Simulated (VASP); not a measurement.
# Au in VASP: a series of runs

Runs on Au. Level: r2SCAN. Tasks: single point.

Program: VASP 6.6.1. These are calculated values, not measurements. Logs are shortened: lines on timing, memory, paths and dates and some standing lists are left out, and cuts for length are marked.

**1. The cell of the first run**

It takes space group Im-3m (No. 229, cubic). Conventional cell: a = 3.215 Å, b = 3.215 Å, c = 3.215 Å, α = 90.00°, β = 90.00°, γ = 90.00°. Au (site symmetry m-3m) has 14 Au at 2.78 to 3.22 Å within 3.7 Å.

This isn't the form of Au at room conditions, which is fcc.

**2. Single point, r2SCAN (strain -0.030 along x and y, -0.030 along z)**

POSCAR reads:

```
Au
1.0
   -1.6075509300      1.6075509300      1.6075509300
    1.6075509300     -1.6075509300      1.6075509300
    1.6075509300      1.6075509300     -1.6075509300
Au
1
Direct
    0.0000000000      0.0000000000      0.0000000000
```

INCAR.step1 reads:

```
SYSTEM = Au
PREC = Accurate ; ENCUT = 520
ISMEAR = 0 ; SIGMA = 0.15
LREAL = .FALSE. ; LASPH = .TRUE.
NELM = 60 ; NBANDS = 12
GGA = PE ; ALGO = Normal
EDIFF = 1E-4 ; LWAVE = .TRUE.
LCHARG = .FALSE.
```

INCAR.step2 reads:

```
SYSTEM = Au
PREC = Accurate ; ENCUT = 520
EDIFF = 1E-7 ; ISMEAR = 0
SIGMA = 0.15 ; LREAL = .FALSE.
LASPH = .TRUE. ; NELM = 60
ALGO = Normal ; ISIF = 2
LWAVE = .FALSE. ; LCHARG = .TRUE.
METAGGA = R2SCAN ; LMIXTAU = .TRUE.
LELF = .TRUE. ; LVHAR = .TRUE.
NBANDS = 12 ; ISTART = 1
```

KPOINTS reads:

```
regular mesh
0
G
  20 20 20
  0 0 0
```

Potentials or basis: VASP PAW PBE potentials, release 64 (Au).

On the command line:

```bash
$ cat potpaw_PBE.64/Au/POTCAR > POTCAR
$ cp INCAR.step1 INCAR
$ mpirun -np 1 vasp_std > vasp.out
$ cp INCAR.step2 INCAR
$ mpirun -np 1 vasp_std > vasp.out
```

OUTCAR:

```text
SYSTEM = Au
   PREC = Accurate
   ENCUT = 520
   EDIFF = 1E-7
   ISMEAR = 0
   LREAL = .FALSE.
   LASPH = .TRUE.
   NELM = 60
   ISIF = 2
   METAGGA = R2SCAN
   ISTART = 1

 ion  position               nearest neighbor table
   1  0.000  0.000  0.000-

  LATTYP: Found a body centered cubic cell.
 ALAT       =     3.2151018600

  Lattice vectors:

 A1 = (  -1.6075509300,   1.6075509300,   1.6075509300)
 A2 = (   1.6075509300,  -1.6075509300,   1.6075509300)
 A3 = (   1.6075509300,   1.6075509300,  -1.6075509300)

Analysis of symmetry for initial positions (statically):
=====================================================================
 Subroutine PRICEL returns:
 Original cell was already a primitive cell.

 Routine SETGRP: Setting up the symmetry group for a
 body centered cubic supercell.

 Subroutine GETGRP returns: Found 48 space group operations
 (whereof 48 operations were pure point group operations)
 out of a pool of 48 trial point group operations.

The static configuration has the point symmetry O_h .

Analysis of symmetry for dynamics (positions and initial velocities):
=====================================================================
 Subroutine PRICEL returns:
 Original cell was already a primitive cell.

 Routine SETGRP: Setting up the symmetry group for a
 body centered cubic supercell.

 Subroutine GETGRP returns: Found 48 space group operations
 (whereof 48 operations were pure point group operations)
 out of a pool of 48 trial point group operations.

The dynamic configuration has the point symmetry O_h .

 Subroutine INISYM returns: Found 48 space group operations
 (whereof 48 operations are pure point group operations),
 and found     1 'primitive' translations

----------------------------------------------------------------------------------------

                                     Primitive cell

  volume of cell :      16.6171

  direct lattice vectors                    reciprocal lattice vectors
    -1.607550930  1.607550930  1.607550930     0.000000000  0.311032136  0.311032136
     1.607550930 -1.607550930  1.607550930     0.311032136  0.000000000  0.311032136
     1.607550930  1.607550930 -1.607550930     0.311032136  0.311032136  0.000000000

  length of vectors
     2.784359887  2.784359887  2.784359887     0.439865866  0.439865866  0.439865866

  position of ions in fractional coordinates (direct lattice)
     0.000000000  0.000000000  0.000000000

  ion indices of the primitive-cell ions
   primitive index   ion index
                 1           1

----------------------------------------------------------------------------------------

 KPOINTS: regular mesh

Automatic generation of k-mesh.
 Grid dimensions read from file:
 generate k-points for:   20   20   20

 Generating k-lattice:

  Cartesian coordinates                     Fractional coordinates (reciprocal lattice)
     0.000000000  0.015551607  0.015551607     0.050000000  0.000000000  0.000000000
     0.015551607  0.000000000  0.015551607     0.000000000  0.050000000  0.000000000
     0.015551607  0.015551607  0.000000000     0.000000000  0.000000000  0.050000000

  Length of vectors
     0.021993293  0.021993293  0.021993293

  Shift w.r.t. Gamma in fractional coordinates (k-lattice)
     0.000000000  0.000000000  0.000000000

 Subroutine IBZKPT returns following result:
 ===========================================

 Found    256 irreducible k-points:

 Following reciprocal coordinates:
            Coordinates               Weight
  0.000000  0.000000  0.000000      1.000000
  0.050000  0.000000  0.000000     12.000000
  0.100000  0.000000  0.000000     12.000000
  0.150000  0.000000  0.000000     12.000000
  0.200000  0.000000  0.000000     12.000000
  0.250000  0.000000  0.000000     12.000000
[... 16 lines left out ...]
  0.200000  0.100000 -0.000000     48.000000
  0.250000  0.100000 -0.000000     48.000000
 [... further k-points ...]
   k-points           NKPTS =    256   k-points in BZ     NKDIM =    256   number of bands    NBANDS=     12
   number of dos      NEDOS =    301   number of ions     NIONS =      1
   total plane-waves  NPLWV =  13824
   dimension x,y,z NGX =    24 NGY =   24 NGZ =   24
   dimension x,y,z NGXF=    48 NGYF=   48 NGZF=   48
   ions per type =               1
   NGX,Y,Z   is equivalent  to a cutoff of  14.33, 14.33, 14.33 a.u.
   NGXF,Y,Z  is equivalent  to a cutoff of  28.66, 28.66, 28.66 a.u.
 SYSTEM =  Au
   PREC   = accura    normal or accurate (medium, high low for compatibility)
   ISTART =      1    job   : 0-new  1-cont  2-samecut
   ICHARG =      0    charge: 1-file 2-atom 10-const
   ISPIN  =      1    spin polarized calculation?
   LNONCOLLINEAR =      F non collinear calculations
   LSORBIT =      F    spin-orbit coupling
   LASPH  =      T    aspherical Exc in radial PAW
   ENCUT  =  520.0 eV  38.22 Ry    6.18 a.u.   5.18  5.18  5.18*2*pi/ulx,y,z
   NELM   =     60;   NELMIN=  2; NELMDL=  0     # of ELM steps
   EDIFF  = 0.1E-06   stopping-criterion for ELM
   LREAL  =      F    real-space projection
   EDIFFG = 0.1E-05   stopping-criterion for IOM
   NSW    =      0    number of steps for IOM
   IBRION =     -1    ionic relax: 0-MD 1-quasi-New 2-CG
   NFREE  =      0    steps in history (QN), initial steepest desc. (CG)
   ISIF   =      2    stress and relaxation
   ISYM   =      2    0-nonsym 1-usesym 2-fastsym
   POTIM  = 0.5000    time-step for ionic-motion
   TEBEG  =    0.0;   TEEND  =   0.0 temperature during run
   PSTRESS=    0.0 pullay stress
   NELECT =      11.0000    total number of electrons
   NUPDOWN=      -1.0000    fix difference up-down
   EMIN   =  10.00;   EMAX   =-10.00  energy-range for DOS
   EFERMI =   0.00;   METHOD = LEGACY
   ISMEAR =     0;   SIGMA  =   0.15  broadening in eV -4-tet -1-fermi 0-gaus
   EFERMI_NEDOS =   21; number of points for ismear=-14 and -15
   IALGO  =     38    algorithm
   IMIX   =      4    mixing-type and parameters
     AMIX     =   0.40;   BMIX     =  1.00
     AMIX_MAG =   1.60;   BMIX_MAG =  1.00
  volume/ion in A,a.u.               =      16.62       112.14
  Fermi-wavevector in a.u.,A,eV,Ry     =   1.426771  2.696207 27.697053  2.035676
  Thomas-Fermi vector in A             =   2.547012
   LORBIT       =      0    0 simple, 1 ext, 2 COOP (PROOUT), +10 PAW based schemes
   METAGGA = R2SCAN    functional components
   LHFCALC =     F    Hartree Fock is set to
   AEXX    =    0.0000 exact exchange contribution
   IVDW    =     0    specifies the selected vdW correction
   LEPSILON=     F    determine dielectric tensor
   LRPA    =     F    only Hartree local field effects (RPA)
 non-spin polarized calculation
 Gauss-broadening in eV      SIGMA  =   0.15
  energy-cutoff  :      520.00
  volume of cell :       16.62
 maximum number of plane-waves:       466
 NGX is ok and might be reduce to    24
   NGX = 11   NGY = 11   NGZ = 11

 number of electron      11.0000000 magnetization

 Free energy of the ion-electron system (eV)
  ---------------------------------------------------
  ext. energy  EPLUGINS =         0.00000000
  ---------------------------------------------------
  free energy    TOTEN  =       -50.54507107 eV

  energy without entropy =      -50.54332509  energy(sigma->0) =      -50.54419808

 E-fermi :   9.8122     XC(G=0): -13.8072

 val. band max:        9.7300754478   @ k =   0.4000   0.0500   0.0500
 cond. band min:       9.9009340792   @ k =   0.4000   0.1000   0.0000
 fundamental gap:      0.1708586313
 Fermi energy:         9.8122100665

 k-point     1 :       0.0000    0.0000    0.0000
  band No.  band energies     occupation
      1      -0.6062      2.00000
      2       4.4588      2.00000
      3       4.4588      2.00000
      4       4.4588      2.00000
      5       6.5252      2.00000
      6       6.5252      2.00000
      7      27.1893      0.00000
      8      27.1893      0.00000
      9      27.1893      0.00000
     10      35.5586      0.00000
     11      35.5586      0.00000
     12      35.5586      0.00000

 k-point     2 :       0.0500    0.0000    0.0000
  band No.  band energies     occupation
      1      -0.5077      2.00000
      2       4.4269      2.00000
      3       4.4622      2.00000
      4       4.5297      2.00000
      5       6.4859      2.00000
      6       6.5272      2.00000
      7      27.1958      0.00000
      8      27.2203      0.00000
      9      27.3170      0.00000
     10      34.1538      0.00000
     11      34.3454      0.00000
     12      35.2072      0.00000

 k-point     3 :       0.1000    0.0000    0.0000
  band No.  band energies     occupation
      1      -0.2186      2.00000
      2       4.3352      2.00000
      3       4.4698      2.00000
      4       4.7394      2.00000
      5       6.3856      2.00000
      6       6.5337      2.00000
      7      27.0827      0.00000
      8      27.2443      0.00000
      9      27.6918      0.00000
     10      32.6132      0.00000
     11      32.7877      0.00000
     12      34.2367      0.00000

 k-point     4 :       0.1500    0.0000    0.0000
  band No.  band energies     occupation
      1       0.2381      2.00000
      2       4.1958      2.00000
      3       4.4809      2.00000
      4       5.0787      2.00000
      5       6.2702      2.00000
      6       6.5464      2.00000
      7      26.4038      0.00000
      8      27.0507      0.00000
      9      28.2890      0.00000
     10      31.3459      0.00000
     11      32.0170      0.00000
     12      32.8421      0.00000

 k-point     5 :       0.2000    0.0000    0.0000
  band No.  band energies     occupation
      1       0.8102      2.00000
      2       4.0253      2.00000
      3       4.5215      2.00000
      4       5.5307      2.00000
      5       6.1923      2.00000
      6       6.5668      2.00000
      7      24.8267      0.00000
      8      26.4621      0.00000
      9      29.0679      0.00000
     10      30.9931      0.00000
     11      31.2291      0.00000
     12      32.0498      0.00000
[... 228 lines left out ...]
      1       0.5045      2.00000
      2       4.2108      2.00000
      3       4.3259      2.00000
      4       5.3496      2.00000
      5       6.1833      2.00000
      6       6.5881      2.00000
      7      26.3748      0.00000
      8      26.6417      0.00000
      9      28.1878      0.00000
     10      29.8238      0.00000
     11      31.9776      0.00000
     12      33.7585      0.00000

 k-point    22 :       0.1500    0.1000    0.0000
  band No.  band energies     occupation
      1       1.0655      2.00000
      2       4.0723      2.00000
      3       4.2875      2.00000
      4       5.8540      2.00000
      5       6.1004      2.00000
      6       6.6344      2.00000
      7      24.8956      0.00000
      8      25.8171      0.00000
      9      28.5141      0.00000
     10      28.8766      0.00000
     11      32.2136      0.00000
     12      33.9307      0.00000

 k-point    23 :       0.2000    0.1000   -0.0000
  band No.  band energies     occupation
      1       1.6429      2.00000
      2       3.8979      2.00000
      3       4.3693      2.00000
      4       6.0806      2.00000
      5       6.4531      2.00000
      6       6.7007      2.00000
      7      22.7468      0.00000
      8      25.0388      0.00000
      9      27.5080      0.00000
     10      29.5378      0.00000
     11      32.9115      0.00000
     12      33.9934      0.00000

 k-point    24 :       0.2500    0.1000   -0.0000
  band No.  band energies     occupation
      1       2.0676      2.00000
      2       3.7256      2.00000
      3       4.6952      2.00000
      4       6.1393      2.00000
      5       6.6991      2.00000
      6       7.2100      2.00000
      7      20.4906      0.00000
      8      24.2306      0.00000
      9      26.4453      0.00000
     10      30.3756      0.00000
     11      33.5645      0.00000
     12      34.1982      0.00000

 [... further k-points ...]

------------------------ aborting loop because EDIFF is reached ----------------------------------------

  FORCE on cell =-STRESS in cart. coord.  units (eV):
  Direction    XX          YY          ZZ          XY          YZ          ZX
  --------------------------------------------------------------------------------------
  -------------------------------------------------------------------------------------
  Total        1.0973238      1.0973238      1.0973238      0.0000000     -0.0000000      0.0000000
  in kB      105.8013416    105.8013416    105.8013416      0.0000000     -0.0000000      0.0000000
  external PRESSURE =     105.8013416 kB  Pullay stress =       0.0000000 kB

 VOLUME and BASIS-vectors are now :
 -----------------------------------------------------------------------------
  energy-cutoff  :      520.00
  volume of cell :       16.62
      direct lattice vectors                 reciprocal lattice vectors
    -1.607550930  1.607550930  1.607550930     0.000000000  0.311032136  0.311032136
     1.607550930 -1.607550930  1.607550930     0.311032136  0.000000000  0.311032136
     1.607550930  1.607550930 -1.607550930     0.311032136  0.311032136  0.000000000

 POSITION                                       TOTAL-FORCE (eV/Angst)
 -----------------------------------------------------------------------------------
      0.00000      0.00000      0.00000        -0.000000     -0.000000      0.000000
 -----------------------------------------------------------------------------------
    total drift:                                0.000000      0.000000     -0.000000

  FREE ENERGIE OF THE ION-ELECTRON SYSTEM (eV)
  ---------------------------------------------------
  free  energy   TOTEN  =       -50.5450710655 eV

  energy  without entropy=      -50.5433250907  energy(sigma->0) =      -50.54419808
```

It took 2 min on 1 thread of Intel Xeon Platinum 8488C (Sapphire Rapids), shared host; peak memory 0.19 GiB.

Results:

```
Free energy            : -50.5451 eV
Pressure               : 10.6 GPa
Band gap on the k mesh : zero (an odd number of electrons rules out a gap without spin polarisation)
```

Levels at points of the mesh, in eV from the Fermi level:
| k point | band 2 | band 3 | band 4 | band 5 | band 6 | band 7 | band 8 | band 9 | band 10 | band 11 |
| --- | --- | --- | --- | --- | --- | --- | --- | --- | --- | --- |
| (0.00, 0.00, 0.00) | -5.35 | -5.35 | -5.35 | -3.29 | -3.29 | 17.38 | 17.38 | 17.38 | 25.75 | 25.75 |
| (0.50, 0.00, 0.00) | -6.52 | -3.44 | -3.08 | -1.58 | -0.64 | 3.81 | 13.07 | 14.68 | 23.16 | 23.48 |
| (0.50, 0.50, 0.50) | -7.43 | -2.00 | -2.00 | -2.00 | 6.64 | 6.64 | 6.64 | 10.44 | 16.99 | 16.99 |

Caveat: the cell differs from its parent crystal (strain -0.030 along x and y, -0.030 along z); the cell stands under pressure; the PAW data sets were made with another functional, which shifts forces and pressure a little; spin-orbit coupling is left out, which moves the levels of the heavy elements.

(Part 1 of 2 ends here.)
